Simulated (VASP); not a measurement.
Runs of VASP 6.6.1 on Ta. The structure is that of space group Im-3m (No. 229), or close to it. The cells are those of the table. 

| task | level | cell | cutoff (eV) | gap on the mesh (eV) | pressure (GPa) | relaxed volume (Å³/atom) |
| --- | --- | --- | --- | --- | --- | --- |
| relaxation of cell and atoms | r2SCAN | relaxed from a = 2.882 Å, angles 109.5°, 1 atom | 600 | none | 0.0 | (a) |
| single point | PBE | a = 2.882 Å, angles 109.5°, 1 atom | 520 | none | 0.1 | - |
| single point | r2SCAN | a = 2.868 Å, angles 109.5°, 1 atom | 520 | none | (b) | - |
| relaxation of cell and atoms | PBE | relaxed from a = 2.860 Å, angles 109.5°, 1 atom | 600 | none | 0.0 | 18.43 |
| single point | PBE | a = 2.868 Å, angles 109.5°, 1 atom | 520 | none | 3.3 | - |

Alike in all rows: potentials or basis VASP PAW PBE potentials, release 64 (Ta_pv); no spin polarisation; k mesh 10 × 10 × 10; smearing fermi-dirac 0.02 eV.

Q: Estimate the missing entries.

A: (a) 18.20; (b) 0.6.

Caveats: spin-orbit coupling is left out, which moves the levels of the heavy elements; the PAW data sets were made with another functional, which shifts forces and pressure a little (some runs).

A k mesh can miss the band edges, and the runs leave out spin-orbit coupling on Ta.

A gap of «none» marks levels without a gap at the run's occupations.
